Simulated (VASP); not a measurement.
# Pb (P6_3/mmc) in VASP: further runs, part 2 of 2

VASP 6.6.1.

## (3) Single point, RPBE (volume scaled by 0.92)

File INCAR:

```
PREC = Accurate
ENCUT = 520
EDIFF = 1E-6
ISMEAR = -1
SIGMA = 0.1
LREAL = F
LASPH = T
NELM = 80
ALGO = Normal
ISIF = 2
LWAVE = F
LCHARG = F
GGA = RP
NBANDS = 21
```

File KPOINTS:

```
Automatic mesh
0
Gamma
  11 11 6
```

File POSCAR:

```
Pb
1.0
    3.5038051628      0.0000000000      0.0000000000
   -1.7519025814      3.0343842809      0.0000000000
    0.0000000000      0.0000000000      5.7440319167
Pb
2
Direct
    0.3333333333      0.6666666667      0.2500000000
    0.6666666667      0.3333333333      0.7500000000
```

Potentials or basis: VASP PAW PBE potentials, release 64 (Pb_d).

Command:

```console
> cat potpaw_PBE.64/Pb_d/POTCAR > POTCAR
> mpirun -np 1 vasp_std > vasp.out
```

OUTCAR:

```text
PREC = Accurate
   ENCUT = 520
   EDIFF = 1E-6
   ISMEAR = -1
   LREAL = F
   LASPH = T
   NELM = 80
   ISIF = 2
   GGA = RP

 ion  position               nearest neighbor table
   1  0.333  0.667  0.250-   2 3.51   2 3.51   2 3.51   2 3.51   2 3.51   2 3.51
   2  0.667  0.333  0.750-   1 3.51   1 3.51   1 3.51   1 3.51   1 3.51   1 3.51

  LATTYP: Found a hexagonal cell.
 ALAT       =     3.5038051628
 C/A-ratio  =     1.6393696709

  Lattice vectors:

 A1 = (   3.5038051628,   0.0000000000,   0.0000000000)
 A2 = (  -1.7519025814,   3.0343842809,   0.0000000000)
 A3 = (   0.0000000000,   0.0000000000,   5.7440319167)

Analysis of symmetry for initial positions (statically):
=====================================================================
 Subroutine PRICEL returns:
 Original cell was already a primitive cell.

 Routine SETGRP: Setting up the symmetry group for a
 hexagonal supercell.

 Subroutine GETGRP returns: Found 24 space group operations
 (whereof 12 operations were pure point group operations)
 out of a pool of 24 trial point group operations.

The static configuration has the point symmetry D_3d.
 The point group associated with its full space group is D_6h.

Analysis of symmetry for dynamics (positions and initial velocities):
=====================================================================
 Subroutine PRICEL returns:
 Original cell was already a primitive cell.

 Routine SETGRP: Setting up the symmetry group for a
 hexagonal supercell.

 Subroutine GETGRP returns: Found 24 space group operations
 (whereof 12 operations were pure point group operations)
 out of a pool of 24 trial point group operations.

The dynamic configuration has the point symmetry D_3d.
 The point group associated with its full space group is D_6h.

 Subroutine INISYM returns: Found 24 space group operations
 (whereof 12 operations are pure point group operations),
 and found     1 'primitive' translations

----------------------------------------------------------------------------------------

                                     Primitive cell

  volume of cell :      61.0699

  direct lattice vectors                    reciprocal lattice vectors
     3.503805163  0.000000000  0.000000000     0.285403998  0.164778075  0.000000000
    -1.751902581  3.034384281  0.000000000     0.000000000  0.329556150  0.000000000
     0.000000000  0.000000000  5.744031917     0.000000000  0.000000000  0.174093740

  length of vectors
     3.503805163  3.503805163  5.744031917     0.329556150  0.329556150  0.174093740

  position of ions in fractional coordinates (direct lattice)
     0.333333333  0.666666667  0.250000000
     0.666666667  0.333333333  0.750000000

  ion indices of the primitive-cell ions
   primitive index   ion index
                 1           1
                 2           2

----------------------------------------------------------------------------------------

 KPOINTS: Automatic mesh

Automatic generation of k-mesh.
 Grid dimensions read from file:
 generate k-points for:   11   11    6

 Generating k-lattice:

  Cartesian coordinates                     Fractional coordinates (reciprocal lattice)
     0.025945818  0.014979825  0.000000000     0.090909091  0.000000000  0.000000000
     0.000000000  0.029959650  0.000000000     0.000000000  0.090909091  0.000000000
     0.000000000  0.000000000  0.029015623     0.000000000  0.000000000  0.166666667

  Length of vectors
     0.029959650  0.029959650  0.029015623

  Shift w.r.t. Gamma in fractional coordinates (k-lattice)
     0.000000000  0.000000000  0.000000000

 Subroutine IBZKPT returns following result:
 ===========================================

 Found     64 irreducible k-points:

 Following reciprocal coordinates:
            Coordinates               Weight
  0.000000  0.000000  0.000000      1.000000
  0.090909  0.000000  0.000000      6.000000
  0.181818  0.000000  0.000000      6.000000
  0.272727  0.000000  0.000000      6.000000
  0.363636  0.000000  0.000000      6.000000
  0.454545 -0.000000  0.000000      6.000000
[... 16 lines left out ...]
  0.090909  0.090909  0.166667     12.000000
  0.181818  0.090909  0.166667     24.000000
 [... further k-points ...]
   k-points           NKPTS =     64   k-points in BZ     NKDIM =     64   number of bands    NBANDS=     21
   number of dos      NEDOS =    301   number of ions     NIONS =      2
   total plane-waves  NPLWV =  37632
   dimension x,y,z NGX =    28 NGY =   28 NGZ =   48
   dimension x,y,z NGXF=    56 NGYF=   56 NGZF=   96
   ions per type =               2
   NGX,Y,Z   is equivalent  to a cutoff of  13.29, 13.29, 13.89 a.u.
   NGXF,Y,Z  is equivalent  to a cutoff of  26.57, 26.57, 27.78 a.u.
 SYSTEM =  unknown system
   PREC   = accura    normal or accurate (medium, high low for compatibility)
   ISTART =      0    job   : 0-new  1-cont  2-samecut
   ICHARG =      2    charge: 1-file 2-atom 10-const
   ISPIN  =      1    spin polarized calculation?
   LNONCOLLINEAR =      F non collinear calculations
   LSORBIT =      F    spin-orbit coupling
   LASPH  =      T    aspherical Exc in radial PAW
   ENCUT  =  520.0 eV  38.22 Ry    6.18 a.u.   6.51  6.51 10.68*2*pi/ulx,y,z
   NELM   =     80;   NELMIN=  2; NELMDL= -5     # of ELM steps
   EDIFF  = 0.1E-05   stopping-criterion for ELM
   LREAL  =      F    real-space projection
   EDIFFG = 0.1E-04   stopping-criterion for IOM
   NSW    =      0    number of steps for IOM
   IBRION =     -1    ionic relax: 0-MD 1-quasi-New 2-CG
   NFREE  =      0    steps in history (QN), initial steepest desc. (CG)
   ISIF   =      2    stress and relaxation
   ISYM   =      2    0-nonsym 1-usesym 2-fastsym
   POTIM  = 0.5000    time-step for ionic-motion
   TEBEG  =    0.0;   TEEND  =   0.0 temperature during run
   PSTRESS=    0.0 pullay stress
   NELECT =      28.0000    total number of electrons
   NUPDOWN=      -1.0000    fix difference up-down
   EMIN   =  10.00;   EMAX   =-10.00  energy-range for DOS
   EFERMI =   0.00;   METHOD = LEGACY
   ISMEAR =    -1;   SIGMA  =   0.10  broadening in eV -4-tet -1-fermi 0-gaus
   EFERMI_NEDOS =   21; number of points for ismear=-14 and -15
   IALGO  =     38    algorithm
   IMIX   =      4    mixing-type and parameters
     AMIX     =   0.40;   BMIX     =  1.00
     AMIX_MAG =   1.60;   BMIX_MAG =  1.00
  volume/ion in A,a.u.               =      30.53       206.06
  Fermi-wavevector in a.u.,A,eV,Ry     =   1.262365  2.385525 21.681784  1.593566
  Thomas-Fermi vector in A             =   2.395777
   LORBIT       =      0    0 simple, 1 ext, 2 COOP (PROOUT), +10 PAW based schemes
   GGA     = RP    functional components
   LHFCALC =     F    Hartree Fock is set to
   AEXX    =    0.0000 exact exchange contribution
   IVDW    =     0    specifies the selected vdW correction
   LEPSILON=     F    determine dielectric tensor
   LRPA    =     F    only Hartree local field effects (RPA)
 non-spin polarized calculation
  energy-cutoff  :      520.00
  volume of cell :       61.07
 maximum number of plane-waves:      1673
 NGX is ok and might be reduce to    28
   NGX = 13   NGY = 13   NGZ = 21

 number of electron      28.0000002 magnetization

 Free energy of the ion-electron system (eV)
  ---------------------------------------------------
  ext. energy  EPLUGINS =         0.00000000
  ---------------------------------------------------
  free energy    TOTEN  =        -6.30440970 eV

  energy without entropy =       -6.27273813  energy(sigma->0) =       -6.28857391

 E-fermi :   7.2838     XC(G=0): -10.0560

 val. band max:        7.1851811358   @ k =   0.2727   0.1818   0.1667
 cond. band min:       7.3082513524   @ k =   0.1818   0.1818   0.3333
 fundamental gap:      0.1230702166
 Fermi energy:         7.2838358687

 k-point     1 :       0.0000    0.0000    0.0000
  band No.  band energies     occupation
      1      -9.8398      2.00000
      2      -9.8152      2.00000
      3      -9.7949      2.00000
      4      -9.7949      2.00000
      5      -9.7751      2.00000
      6      -9.7751      2.00000
[... 13 lines left out ...]
     20      16.3854      0.00000
     21      18.7695      0.00000
[... 529 lines left out ...]
 k-point    24 :       0.1818    0.0909    0.1667
  band No.  band energies     occupation
      1      -9.8619      2.00000
      2      -9.8122      2.00000
      3      -9.7969      2.00000
      4      -9.7594      2.00000
      5      -9.7476      2.00000
      6      -9.7023      2.00000
[... 13 lines left out ...]
     20      16.4073      0.00000
     21      16.8536      0.00000

 [... further k-points ...]

------------------------ aborting loop because EDIFF is reached ----------------------------------------

  FORCE on cell =-STRESS in cart. coord.  units (eV):
  Direction    XX          YY          ZZ          XY          YZ          ZX
  --------------------------------------------------------------------------------------
  -------------------------------------------------------------------------------------
  Total        1.1927989      1.1927989      1.2974988      0.0000000     -0.0000000     -0.0000000
  in kB       31.2932340     31.2932340     34.0400478      0.0000000     -0.0000000     -0.0000000
  external PRESSURE =      32.2088386 kB  Pullay stress =       0.0000000 kB

 VOLUME and BASIS-vectors are now :
 -----------------------------------------------------------------------------
  energy-cutoff  :      520.00
  volume of cell :       61.07
      direct lattice vectors                 reciprocal lattice vectors
     3.503805163  0.000000000  0.000000000     0.285403998  0.164778075  0.000000000
    -1.751902581  3.034384281  0.000000000     0.000000000  0.329556150  0.000000000
     0.000000000  0.000000000  5.744031917     0.000000000  0.000000000  0.174093740

 POSITION                                       TOTAL-FORCE (eV/Angst)
 -----------------------------------------------------------------------------------
     -0.00000      2.02292      1.43601         0.000000      0.000000      0.000000
      1.75190      1.01146      4.30802        -0.000000     -0.000000      0.000000
 -----------------------------------------------------------------------------------
    total drift:                               -0.000000      0.000000      0.000000

  FREE ENERGIE OF THE ION-ELECTRON SYSTEM (eV)
  ---------------------------------------------------
  free  energy   TOTEN  =        -6.3044096952 eV

  energy  without entropy=       -6.2727381266  energy(sigma->0) =       -6.28857391
```

stdout:

```text
POSCAR found type information on POSCAR Pb
 POSCAR found :  1 types and       2 ions
 scaLAPACK will be used
 -----------------------------------------------------------------------------
|                                                                             |
|                                                                             |
|     You enforced a specific xc type in the INCAR file but a different       |
|     I HOPE YOU KNOW WHAT YOU ARE DOING!                                     |
|                                                                             |
 -----------------------------------------------------------------------------

 LDA part: xc-table for (Slater+PW92), standard interpolation
 POSCAR, INCAR and KPOINTS ok, starting setup
 FFT: planning ... GRIDC
 FFT: planning ... GRID_SOFT
 FFT: planning ... GRID
 WAVECAR not read
 entering main loop
```

It took 42 s on 1 thread of Intel Xeon 6975P-C (Granite Rapids), shared host; peak memory 0.21 GiB.

What came out:

| Item | Value |
| --- | --- |
| Free energy | -6.3044 eV |
| Pressure | 3.2 GPa |
| Band gap on the k mesh | zero (band 14 reaches 13.03 eV, above the bottom of band 15 at 5.73 eV) |

Stress tensor (GPa, compression positive):
```
3.13 0.00 0.00
0.00 3.13 0.00
0.00 0.00 3.40
```

Levels at points of the mesh, in eV from the Fermi level:
| k point | band 12 | band 13 | band 14 | band 15 | band 16 | band 17 |
| --- | --- | --- | --- | --- | --- | --- |
| (0.00, 0.00, 0.00) | -8.10 | -4.13 | 5.64 | 5.64 | 7.39 | 7.39 |
| (0.00, 0.00, 0.50) | -10.47 | 0.74 | 0.74 | 6.47 | 6.47 | 6.47 |

Caveat: the PAW data sets were made with another functional, which shifts forces and pressure a little; spin-orbit coupling is left out, which moves the levels of the heavy elements.

## (4) Single point, RPBE (volume scaled by 0.96)

File INCAR:

```
  ALGO = Normal
  EDIFF = 1E-6
  ENCUT = 520
  GGA = RP
  ISIF = 2
  ISMEAR = -1
  LASPH = T
  LCHARG = F
  LREAL = F
  LWAVE = F
  NBANDS = 21
  NELM = 60
  PREC = Accurate
  SIGMA = 0.1
```

File KPOINTS:

```
k-points
0
Gamma
  11 11 6
```

File POSCAR:

```
Pb
1.0
    3.5538662858      0.0000000000      0.0000000000
   -1.7769331429      3.0777384851      0.0000000000
    0.0000000000      0.0000000000      5.8261006035
Pb
2
Direct
    0.3333333333      0.6666666667      0.2500000000
    0.6666666667      0.3333333333      0.7500000000
```

Command:

```console
> cat potpaw_PBE.64/Pb_d/POTCAR > POTCAR
> mpirun -np 1 vasp_std > vasp.out
```

Wall time 46 s (1 thread of Intel Xeon 6975P-C (Granite Rapids), shared host); peak memory 0.22 GiB.

The run converged. Its results:

```
Free energy            : -6.3426 eV
Pressure               : 1.3 GPa
Band gap on the k mesh : zero (band 14 reaches 12.32 eV, above the bottom of band 15 at 5.36 eV)
```

Stress tensor (GPa, compression positive):
```
1.23 0.00 0.00
0.00 1.23 0.00
0.00 0.00 1.40
```

Levels at points of the mesh, in eV from the Fermi level:
| k point | band 12 | band 13 | band 14 | band 15 | band 16 | band 17 |
| --- | --- | --- | --- | --- | --- | --- |
| (0.00, 0.00, 0.00) | -8.07 | -3.93 | 5.39 | 5.39 | 7.05 | 7.05 |
| (0.00, 0.00, 0.50) | -10.26 | 0.67 | 0.67 | 6.18 | 6.18 | 6.18 |

Caveat: the PAW data sets were made with another functional, which shifts forces and pressure a little; spin-orbit coupling is left out, which moves the levels of the heavy elements.

## (5) Summary

```csv
cell,gap on the mesh (eV),pressure (GPa)
"a = 3.452, b = 3.452, c = 5.660 Å, angles 90.0, 90.0, 120.0°, 2 atoms",none,5.7
"a = 3.504, b = 3.504, c = 5.744 Å, angles 90.0, 90.0, 120.0°, 2 atoms",none,3.2
"a = 3.554, b = 3.554, c = 5.826 Å, angles 90.0, 90.0, 120.0°, 2 atoms",none,1.3
```

Alike in all rows: task single point; level RPBE; potentials or basis VASP PAW PBE potentials, release 64 (Pb_d); no spin polarisation; k mesh 11 × 11 × 6; cutoff (eV) 520; smearing fermi-dirac 0.1 eV.

Caveats: the PAW data sets were made with another functional, which shifts forces and pressure a little; spin-orbit coupling is left out, which moves the levels of the heavy elements.

Total energies depend on the potentials used, so only differences within one code and one set of settings carry meaning.
